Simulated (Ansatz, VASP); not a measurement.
## LaGa2 in VASP and in Ansatz

Contents of INCAR:

```
SYSTEM = LaGa2
PREC = Accurate
ENCUT = 520
EDIFF = 1E-6
ISMEAR = -1
SIGMA = 0.3
LREAL = .False.
LASPH = .True.
NELM = 60
ALGO = Normal
ISIF = 2
LWAVE = .False.
LCHARG = .False.
GGA = CA
NBANDS = 26
```

KPOINTS

```
regular mesh
0
Gamma
  8 8 7
  0 0 0
```

Contents of POSCAR:

```
LaGa2
1.0
    4.4322576538      0.0000000000      0.0000000000
   -2.2161288269      3.8384479866      0.0000000000
    0.0000000000      0.0000000000      4.5307522683
La Ga
1 2
Direct
    0.0000000000      0.0000000000      0.0000000000
    0.3333333333      0.6666666667      0.5000000000
    0.6666666667      0.3333333333      0.5000000000
```

Input for Ansatz:

```yaml
crystal:
  lattice:
    - [4.432257653785999, 0.0, 0.0]
    - [-2.2161288268929993, 3.838447986591155, 0.0]
    - [0.0, 0.0, 4.5307522683145764]
  atoms:
    - { symbol: La, position: [0.0, 0.0, 0.0] }
    - { symbol: Ga, position: [0.3333333333333333, 0.6666666666666666, 0.5] }
    - { symbol: Ga, position: [0.6666666666666666, 0.3333333333333333, 0.5] }
basis:
  ecutwfc: 530.0
kpoints:
  mp_grid:
    grid: [8, 8, 7]
hamiltonian:
  xc: lda
scf:
  lower_state_search: light
  mixing:
    algorithm: broyden
  occupations:
    method: fermi_dirac
    width: 0.3
output:
  stress: true
```

Alike in both runs: task single point; functional LDA; k mesh 8 × 8 × 7; occupations fermi-dirac, width 0.3 eV; no spin polarisation.

|  | VASP | Ansatz |
| --- | --- | --- |
| version | VASP 6.6.1 | Ansatz 0.2.0 |
| potentials or method | VASP PAW LDA potentials, release 64 (La, Ga_d), cutoff 520 eV | plane waves, PAW |
| valence electrons in the cell | 37 | 37 |

|  | VASP | Ansatz | Ansatz less VASP |
| --- | --- | --- | --- |
| pressure (GPa) | -7.6 | -7.6 | -0.05 |
| traceless stress, the component that is largest in VASP (GPa) | 1.10 | 1.15 | +0.046 |

LDA's correlation is that of Perdew and Zunger in VASP and of Perdew and Wang (1992) in Ansatz.

Neither program's run includes spin-orbit coupling.
